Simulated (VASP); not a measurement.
# SiC (F-43m) in VASP: further runs, part 2 of 2

VASP 6.6.1. The steps go on from the part before.

### 3 Single point, HSE06 (9.98 Å³/atom)

This run uses another cell than the first one, of 9.98 Å³/atom.

POSCAR

```
SiC
1.0
    0.0000000000      2.1526931047      2.1526931047
    2.1526931047      0.0000000000      2.1526931047
    2.1526931047      2.1526931047      0.0000000000
Si C
1 1
Direct
    0.0000000000      0.0000000000      0.0000000000
    0.2500000000      0.2500000000      0.2500000000
```

INCAR.step1

```
SYSTEM = SiC
ALGO = Normal
EDIFF = 1E-5
ENCUT = 520
GGA = PE
ISIF = 2
ISMEAR = 0
LASPH = .True.
LCHARG = .False.
LREAL = .False.
LWAVE = .True.
NBANDS = 11
NELM = 100
PREC = Accurate
SIGMA = 0.02
```

INCAR.step2

```
SYSTEM = SiC
ALGO = Normal
EDIFF = 1E-7
ENCUT = 520
GGA = PE
HFSCREEN = 0.2079
ISIF = 2
ISMEAR = 0
ISTART = 1
LASPH = .True.
LCHARG = .False.
LHFCALC = .True.
LREAL = .False.
LWAVE = .False.
NBANDS = 11
NELM = 100
PREC = Accurate
PRECFOCK = Normal
SIGMA = 0.02
```

KPOINTS

```
k-points
0
Gamma
  6 6 6
  0 0 0
```

Potentials or basis: VASP PAW PBE potentials, release 64 (Si, C).

Started as:

```console
$ cat potpaw_PBE.64/Si/POTCAR potpaw_PBE.64/C/POTCAR > POTCAR
$ cp INCAR.step1 INCAR
$ mpirun -np 1 vasp_std > vasp.out
$ cp INCAR.step2 INCAR
$ mpirun -np 1 vasp_std > vasp.out
```

Wall time 7.4 min (1 thread of AMD EPYC 7R43 (Zen 3), shared host); peak memory 0.2 GiB.

It converged, with:

| Property | Result |
| --- | --- |
| Free energy | -17.4031 eV |
| Pressure | 7.1 GPa |
| Band gap on the k mesh | 2.21 eV (least direct gap 5.78 eV) |

Levels at points of the mesh, in eV from the valence-band top:
```csv
k point,band 1,band 2,band 3,band 4,band 5,band 6,band 7,band 8,band 9
"(0.00, 0.00, 0.00)",-17.29,0.00,0.00,0.00,8.00,8.86,8.86,8.86,16.32
"(0.50, 0.00, 0.00)",-13.29,-9.56,-1.17,-1.17,7.00,8.64,8.64,11.77,18.38
"(0.50, 0.50, 0.00)",-11.69,-8.66,-3.57,-3.57,2.21,5.52,16.39,16.39,17.28
```

Caveat: the k points lie up to 0.42 Å⁻¹ apart; the PAW data sets were made with another functional, which shifts forces and pressure a little.

### 4 Single point, HSE06

This run uses another cell than the first one, of 10.28 Å³/atom.

POSCAR

```
SiC
1.0
    0.0000000000      2.1746608781      2.1746608781
    2.1746608781      0.0000000000      2.1746608781
    2.1746608781      2.1746608781      0.0000000000
Si C
1 1
Direct
    0.0000000000      0.0000000000      0.0000000000
    0.2500000000      0.2500000000      0.2500000000
```

INCAR.step1

```
ALGO     = Normal         # electronic algorithm
EDIFF    = 1E-5           # SCF threshold, eV
ENCUT    = 520            # plane-wave cutoff, eV
GGA      = PE             # functional
ISIF     = 2              # what is computed and relaxed
ISMEAR   = 0              # smearing method
LASPH    = T              # aspherical terms in the spheres
LREAL    = F              # projectors in reciprocal space
LWAVE    = T              # write WAVECAR
NBANDS   = 11             # bands
NELM     = 100            # most SCF steps
PREC     = Accurate       # precision mode
SIGMA    = 0.02           # smearing width, eV
```

INCAR.step2

```
ALGO     = Normal         # electronic algorithm
EDIFF    = 1E-6           # SCF threshold, eV
ENCUT    = 520            # plane-wave cutoff, eV
GGA      = PE             # functional
HFSCREEN = 0.2079         # screening, 1/A
ISIF     = 2              # what is computed and relaxed
ISMEAR   = 0              # smearing method
ISTART   = 1            
LASPH    = T              # aspherical terms in the spheres
LCHARG   = T              # write CHGCAR
LELF     = T              # ELF
LHFCALC  = T              # exact exchange
LREAL    = F              # projectors in reciprocal space
LVHAR    = T            
LWAVE    = F              # write WAVECAR
NBANDS   = 11             # bands
NELM     = 100            # most SCF steps
PREC     = Accurate       # precision mode
PRECFOCK = Normal       
SIGMA    = 0.02           # smearing width, eV
```

KPOINTS

```
k-points
0
Gamma
  6 6 6
```

Started as:

```console
$ cat potpaw_PBE.64/Si/POTCAR potpaw_PBE.64/C/POTCAR > POTCAR
$ cp INCAR.step1 INCAR
$ mpirun -np 1 vasp_std > vasp.out
$ cp INCAR.step2 INCAR
$ mpirun -np 1 vasp_std > vasp.out
```

Wall time 6.3 min (1 thread of AMD EPYC 7R43 (Zen 3), shared host); peak memory 0.21 GiB.

It converged, with:

* Free energy: -17.4158 eV
* Pressure: -0.4 GPa
* Band gap on the k mesh: 2.23 eV (least direct gap 5.74 eV)

Levels at points of the mesh, in eV from the valence-band top:
```tsv
k point	band 1	band 2	band 3	band 4	band 5	band 6	band 7	band 8
(0.00, 0.00, 0.00)	-17.04	0.00	0.00	0.00	7.61	8.63	8.63	8.63
(0.50, 0.00, 0.00)	-13.16	-9.39	-1.16	-1.16	6.69	8.50	8.50	11.59
(0.50, 0.50, 0.00)	-11.59	-8.56	-3.51	-3.51	2.23	5.39	16.01	16.01
```

Caveat: the PAW data sets were made with another functional, which shifts forces and pressure a little.

### 5 Single point, HSE06 (10.59 Å³/atom)

This run uses another cell than the first one, of 10.59 Å³/atom.

POSCAR

```
SiC
1.0
    0.0000000000      2.1961935743      2.1961935743
    2.1961935743      0.0000000000      2.1961935743
    2.1961935743      2.1961935743      0.0000000000
Si C
1 1
Direct
    0.0000000000      0.0000000000      0.0000000000
    0.2500000000      0.2500000000      0.2500000000
```

INCAR.step1

```
SYSTEM = SiC
PREC = Accurate
ENCUT = 520
EDIFF = 1E-5
ISMEAR = 0
SIGMA = 0.02
LREAL = .FALSE.
LASPH = .TRUE.
NELM = 100
ALGO = Normal
ISIF = 2
LWAVE = .TRUE.
LCHARG = .FALSE.
NBANDS = 11
GGA = PE
```

INCAR.step2

```
SYSTEM = SiC
PREC = Accurate
ENCUT = 520
EDIFF = 1E-6
ISMEAR = 0
SIGMA = 0.02
LREAL = .FALSE.
LASPH = .TRUE.
NELM = 100
ALGO = Normal
ISIF = 2
LWAVE = .FALSE.
LCHARG = .FALSE.
GGA = PE
LHFCALC = .TRUE.
HFSCREEN = 0.2079
PRECFOCK = Normal
NBANDS = 11
ISTART = 1
```

KPOINTS

```
Automatic mesh
0
G
  6 6 6
  0 0 0
```

Started as:

```console
$ cat potpaw_PBE.64/Si/POTCAR potpaw_PBE.64/C/POTCAR > POTCAR
$ cp INCAR.step1 INCAR
$ mpirun -np 1 vasp_std > vasp.out
$ cp INCAR.step2 INCAR
$ mpirun -np 1 vasp_std > vasp.out
```

Wall time 6.2 min (1 thread of AMD EPYC 7R43 (Zen 3), shared host); peak memory 0.21 GiB.

Results (log left out):

```yaml
Free_energy: -17.4018 eV
Pressure: -6.9 GPa
Band_gap_on_the_k_mesh: 2.25 eV (least direct gap 5.70 eV)
```

Levels at points of the mesh, in eV from the valence-band top:
```tsv
k point	band 1	band 2	band 3	band 4	band 5	band 6	band 7	band 8	band 9
(0.00, 0.00, 0.00)	-16.79	0.00	0.00	0.00	7.24	8.41	8.41	8.41	15.92
(0.50, 0.00, 0.00)	-13.03	-9.21	-1.15	-1.15	6.40	8.37	8.37	11.41	17.58
(0.50, 0.50, 0.00)	-11.50	-8.46	-3.45	-3.45	2.25	5.28	15.64	15.64	16.41
```

Caveat: the cell stands under tension; the PAW data sets were made with another functional, which shifts forces and pressure a little. A k mesh can miss the band edges.

### 6 Single point, HSE06 (10.90 Å³/atom)

This run uses another cell than the first one, of 10.90 Å³/atom.

POSCAR

```
SiC
1.0
    0.0000000000      2.2173121158      2.2173121158
    2.2173121158      0.0000000000      2.2173121158
    2.2173121158      2.2173121158      0.0000000000
Si C
1 1
Direct
    0.0000000000      0.0000000000      0.0000000000
    0.2500000000      0.2500000000      0.2500000000
```

INCAR.step1

```
SYSTEM = SiC
  PREC = Accurate
  ENCUT = 520
  EDIFF = 1E-5
  ISMEAR = 0
  SIGMA = 0.02
  LREAL = .False.
  LASPH = .True.
  NELM = 80
  ALGO = Normal
  ISIF = 2
  LWAVE = .True.
  LCHARG = .False.
  NBANDS = 11
  GGA = PE
```

INCAR.step2

```
SYSTEM = SiC
  PREC = Accurate
  ENCUT = 520
  EDIFF = 1E-7
  ISMEAR = 0
  SIGMA = 0.02
  LREAL = .False.
  LASPH = .True.
  NELM = 80
  ALGO = Normal
  ISIF = 2
  LWAVE = .False.
  LCHARG = .False.
  GGA = PE
  LHFCALC = .True.
  HFSCREEN = 0.2079
  PRECFOCK = Normal
  NBANDS = 11
  ISTART = 1
```

KPOINTS

```
regular mesh
0
Gamma
  6 6 6
  0 0 0
```

Potentials or basis: VASP PAW PBE potentials, release 64 (Si, C).

Started as:

```console
$ cat potpaw_PBE.64/Si/POTCAR potpaw_PBE.64/C/POTCAR > POTCAR
$ cp INCAR.step1 INCAR
$ mpirun -np 1 vasp_std > vasp.out
$ cp INCAR.step2 INCAR
$ mpirun -np 1 vasp_std > vasp.out
```

It took 7.9 min on 1 thread of AMD EPYC 7R43 (Zen 3), shared host; peak memory 0.2 GiB.

The run converged. Its results:

```
Free energy            : -17.3645 eV
Pressure               : -12.4 GPa
Band gap on the k mesh : 2.26 eV (least direct gap 5.65 eV)
```

Levels at points of the mesh, in eV from the valence-band top:
```tsv
k point	band 2	band 3	band 4	band 5	band 6	band 7
(0.00, 0.00, 0.00)	0.00	0.00	0.00	6.88	8.20	8.20
(0.50, 0.00, 0.00)	-9.05	-1.15	-1.15	6.13	8.24	8.24
(0.50, 0.50, 0.00)	-8.37	-3.39	-3.39	2.26	5.17	15.29
```

Caveat: the cell stands under tension; the PAW data sets were made with another functional, which shifts forces and pressure a little.

### 7 Overview

```tsv
cell	gap on the mesh (eV)	pressure (GPa)
a = 3.013 Å, angles 60.0°, 2 atoms	2.19	15.7
a = 3.044 Å, angles 60.0°, 2 atoms	2.21	7.1
a = 3.075 Å, angles 60.0°, 2 atoms	2.23	-0.4
a = 3.106 Å, angles 60.0°, 2 atoms	2.25	-6.9
a = 3.136 Å, angles 60.0°, 2 atoms	2.26	-12.4
```

Alike in all rows: task single point; level HSE06; potentials or basis VASP PAW PBE potentials, release 64 (Si, C); no spin polarisation; k mesh 6 × 6 × 6; cutoff (eV) 520; smearing gaussian 0.02 eV.

Caveats: some runs use coarse meshes; the PAW data sets were made with another functional, which shifts forces and pressure a little; the cell stands under tension (at least some runs).

Total energies depend on the potentials used, so only differences within one code and one set of settings carry meaning.

### 8 Comparison with measurements

Step 4. A measured gap of SiC is 2.4 eV (indirect; quoted in “Insight into the structural, elastic and electronic properties of a new orthorhombic 6O-SiC polytype”, 2020, pmc:7200658); the calculated 2.23 eV misses it by -0.17 eV. The value is that of HSE06 on a finite k mesh, which can miss the band edges, without temperature or zero-point motion.
